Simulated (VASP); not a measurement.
# Be7Te (R-3m) in VASP: single point with PBE

Aim: the single point of Be7Te with PBE.

Program: VASP 6.6.1. These are calculated values, not measurements. Logs are shortened: lines on timing, memory, paths and dates and some standing lists are left out, and cuts for length are marked.

### Step 1. The cell of the first run

The structure is trigonal, space group R-3m (No. 166). The conventional cell has a = 5.325 Å, b = 5.325 Å, c = 11.135 Å, α = 90.00°, β = 90.00°, γ = 120.00°. Within 3.2 Å of Be (site symmetry 2/m) lie 10 Be at 2.41 to 2.66 Å and 2 Te at 2.66 Å. Within 3.2 Å of Be (site symmetry -3m) lie 12 Be at 2.41 to 2.66 Å. Within 3.2 Å of Be (site symmetry 2/m) lie 10 Be at 2.41 to 2.66 Å and 2 Te at 2.41 Å. Within 3.2 Å of Te (site symmetry -3m) lie 12 Be at 2.41 to 2.66 Å.

The cell was built from a structure type or drawn by symmetry, and may not be a known phase.

### Step 2. Single point, PBE

The input, INCAR:

```
  PREC = Accurate
  ENCUT = 600
  EDIFF = 1E-6
  ISMEAR = 0
  SIGMA = 0.2
  LREAL = F
  LASPH = T
  NELM = 120
  ALGO = Normal
  ISIF = 2
  LWAVE = F
  LCHARG = T
  GGA = PE
  LELF = T
  LVHAR = T
  NBANDS = 20
  GGA_COMPAT = F
```

The input, KPOINTS:

```
regular mesh
0
Gamma
  4 4 4
```

The input, POSCAR:

```
Be7Te
1.0
    2.6625095590      1.5372006090      3.7116458048
   -2.6625095590      1.5372006090      3.7116458048
    0.0000000000     -3.0744012229      3.7116458028
Be Te
7 1
Direct
    0.5000000000      0.5000000000      0.0000000000
    0.0000000000      0.5000000000      0.5000000000
    0.5000000000      0.0000000000      0.5000000000
    0.5000000000      0.5000000000      0.5000000000
    0.0000000000      0.0000000000      0.5000000000
    0.5000000000      0.0000000000      0.0000000000
    0.0000000000      0.5000000000      0.0000000000
    0.0000000000      0.0000000000      0.0000000000
```

Potentials or basis: VASP PAW PBE potentials, release 64 (Be, Te).

Started as:

```bash
$ cat potpaw_PBE.64/Be/POTCAR potpaw_PBE.64/Te/POTCAR > POTCAR
$ mpirun -np 1 vasp_std > vasp.out
```

OUTCAR:

```text
PREC = Accurate
   ENCUT = 600
   EDIFF = 1E-6
   ISMEAR = 0
   LREAL = F
   LASPH = T
   NELM = 120
   ISIF = 2
   GGA = PE

 ion  position               nearest neighbor table
   1  0.500  0.500  0.000-   8 2.66   8 2.66
   2  0.000  0.500  0.500-   8 2.66   8 2.66
   3  0.500  0.000  0.500-   8 2.66   8 2.66
   4  0.500  0.500  0.500-
   5  0.000  0.000  0.500-   8 2.41   8 2.41
   6  0.500  0.000  0.000-   8 2.41   8 2.41
   7  0.000  0.500  0.000-   8 2.41   8 2.41
   8  0.000  0.000  0.000-   6 2.41   7 2.41   7 2.41   6 2.41   5 2.41   5 2.41   1 2.66   1 2.66
                             2 2.66   3 2.66   3 2.66   2 2.66

  LATTYP: Found a trigonal (rhomboedric) cell.
 ALAT       =     4.8195702552
 COS(alpha) =     0.3896264351

  Lattice vectors:

 A1 = (   2.6625095590,   1.5372006090,   3.7116458048)
 A2 = (  -2.6625095590,   1.5372006090,   3.7116458048)
 A3 = (   0.0000000000,  -3.0744012229,   3.7116458028)

Analysis of symmetry for initial positions (statically):
=====================================================================
 Subroutine PRICEL returns:
 Original cell was already a primitive cell.

 Routine SETGRP: Setting up the symmetry group for a
 trigonal (rhombohedral) supercell.

 Subroutine GETGRP returns: Found 12 space group operations
 (whereof 12 operations were pure point group operations)
 out of a pool of 12 trial point group operations.

The static configuration has the point symmetry D_3d.

Analysis of symmetry for dynamics (positions and initial velocities):
=====================================================================
 Subroutine PRICEL returns:
 Original cell was already a primitive cell.

 Routine SETGRP: Setting up the symmetry group for a
 trigonal (rhombohedral) supercell.

 Subroutine GETGRP returns: Found 12 space group operations
 (whereof 12 operations were pure point group operations)
 out of a pool of 12 trial point group operations.

The dynamic configuration has the point symmetry D_3d.

 Subroutine INISYM returns: Found 12 space group operations
 (whereof 12 operations are pure point group operations),
 and found     1 'primitive' translations

----------------------------------------------------------------------------------------

                                     Primitive cell

  volume of cell :      91.1464

[... 92 lines left out ...]
   IBRION =     -1    ionic relax: 0-MD 1-quasi-New 2-CG
   NFREE  =      0    steps in history (QN), initial steepest desc. (CG)
   ISIF   =      2    stress and relaxation
   ISYM   =      2    0-nonsym 1-usesym 2-fastsym
   POTIM  = 0.5000    time-step for ionic-motion
   TEBEG  =    0.0;   TEEND  =   0.0 temperature during run
   PSTRESS=    0.0 pullay stress
   NELECT =      20.0000    total number of electrons
   NUPDOWN=      -1.0000    fix difference up-down
   EMIN   =  10.00;   EMAX   =-10.00  energy-range for DOS
   EFERMI =   0.00;   METHOD = LEGACY
   ISMEAR =     0;   SIGMA  =   0.20  broadening in eV -4-tet -1-fermi 0-gaus
   EFERMI_NEDOS =   21; number of points for ismear=-14 and -15
   IALGO  =     38    algorithm
   IMIX   =      4    mixing-type and parameters
     AMIX     =   0.40;   BMIX     =  1.00
     AMIX_MAG =   1.60;   BMIX_MAG =  1.00
  volume/ion in A,a.u.               =      11.39        76.89
  Fermi-wavevector in a.u.,A,eV,Ry     =   0.987427  1.865966 13.265845  0.975012
  Thomas-Fermi vector in A             =   2.118880
   LORBIT       =      0    0 simple, 1 ext, 2 COOP (PROOUT), +10 PAW based schemes
   GGA     = PE    functional components
   LHFCALC =     F    Hartree Fock is set to
   AEXX    =    0.0000 exact exchange contribution
   IVDW    =     0    specifies the selected vdW correction
   LEPSILON=     F    determine dielectric tensor
   LRPA    =     F    only Hartree local field effects (RPA)
 non-spin polarized calculation
 Gauss-broadening in eV      SIGMA  =   0.20
  energy-cutoff  :      600.00
  volume of cell :       91.15
 maximum number of plane-waves:      3069
 NGX is ok and might be reduce to    40
   NGX = 19   NGY = 19   NGZ = 19

 number of electron      20.0000000 magnetization

 Free energy of the ion-electron system (eV)
  ---------------------------------------------------
  ext. energy  EPLUGINS =         0.00000000
  ---------------------------------------------------
  free energy    TOTEN  =       -24.21819759 eV

  energy without entropy =      -24.15919267  energy(sigma->0) =      -24.18869513

 E-fermi :   7.0472     XC(G=0): -10.2120

 val. band max:        6.9429260461   @ k =   0.2500   0.2500   0.0000
 cond. band min:       7.0574551324   @ k =   0.5000   0.0000   0.0000
 fundamental gap:      0.1145290863
 Fermi energy:         7.0472403500

 k-point     1 :       0.0000    0.0000    0.0000
  band No.  band energies     occupation
      1      -7.3021      2.00000
      2       0.3783      2.00000
      3       0.3783      2.00000
      4       0.4775      2.00000
      5       1.2472      2.00000
      6       3.4149      2.00000
[... 288 lines left out ...]
     19      14.4492      0.00000
     20      14.4519      0.00000

------------------------ aborting loop because EDIFF is reached ----------------------------------------

  FORCE on cell =-STRESS in cart. coord.  units (eV):
  Direction    XX          YY          ZZ          XY          YZ          ZX
  --------------------------------------------------------------------------------------
  -------------------------------------------------------------------------------------
  Total        0.3624821      0.3624821      0.2357655      0.0000000      0.0000000      0.0000000
  in kB        6.3717347      6.3717347      4.1443014      0.0000000      0.0000000      0.0000000
  external PRESSURE =       5.6292569 kB  Pullay stress =       0.0000000 kB

 VOLUME and BASIS-vectors are now :
 -----------------------------------------------------------------------------
  energy-cutoff  :      600.00
  volume of cell :       91.15
      direct lattice vectors                 reciprocal lattice vectors
     2.662509559  1.537200609  3.711645805     0.187792753  0.108422196  0.089807420
    -2.662509559  1.537200609  3.711645805    -0.187792753  0.108422196  0.089807420
     0.000000000 -3.074401223  3.711645803     0.000000000 -0.216844393  0.089807420

 POSITION                                       TOTAL-FORCE (eV/Angst)
 -----------------------------------------------------------------------------------
      0.00000      1.53720      3.71165         0.000000     -0.000000     -0.000000
     -1.33125     -0.76860      3.71165        -0.000000      0.000000     -0.000000
      1.33125     -0.76860      3.71165         0.000000     -0.000000     -0.000000
      0.00000     -0.00000      5.56747        -0.000000     -0.000000     -0.000000
      0.00000     -1.53720      1.85582        -0.000000     -0.000000     -0.000000
      1.33125      0.76860      1.85582        -0.000000     -0.000000     -0.000000
     -1.33125      0.76860      1.85582        -0.000000      0.000000      0.000000
      0.00000      0.00000      0.00000        -0.000000     -0.000000      0.000000
 -----------------------------------------------------------------------------------
    total drift:                               -0.000000     -0.000000     -0.000000

  FREE ENERGIE OF THE ION-ELECTRON SYSTEM (eV)
  ---------------------------------------------------
  free  energy   TOTEN  =       -24.2181975909 eV

  energy  without entropy=      -24.1591926677  energy(sigma->0) =      -24.18869513
```

Wall time 22 s (1 thread of Intel Xeon 6975P-C (Granite Rapids), shared host); peak memory 0.24 GiB.

Results:

* Free energy: -24.2182 eV
* Pressure: 0.6 GPa
* Band gap on the k mesh: zero (bands 10 and 11 overlap by 2.91 eV)

Levels at points of the mesh, in eV from the Fermi level:
```csv
k point,band 8,band 9,band 10,band 11,band 12,band 13
"(0.00, 0.00, 0.00)",-2.36,-1.96,-1.96,-1.96,0.24,1.76
"(0.50, 0.00, 0.00)",-2.71,-1.07,-0.71,0.01,0.46,2.50
"(0.50, 0.50, 0.00)",-0.30,-0.20,0.07,0.43,1.78,2.29
"(0.50, 0.50, 0.50)",-3.71,-0.26,0.96,0.96,1.03,1.79
```

Caveat: the k points lie up to 0.37 Å⁻¹ apart, too coarse for converged energies and pressures of a metal; spin-orbit coupling is left out, which moves the levels of the heavy elements.
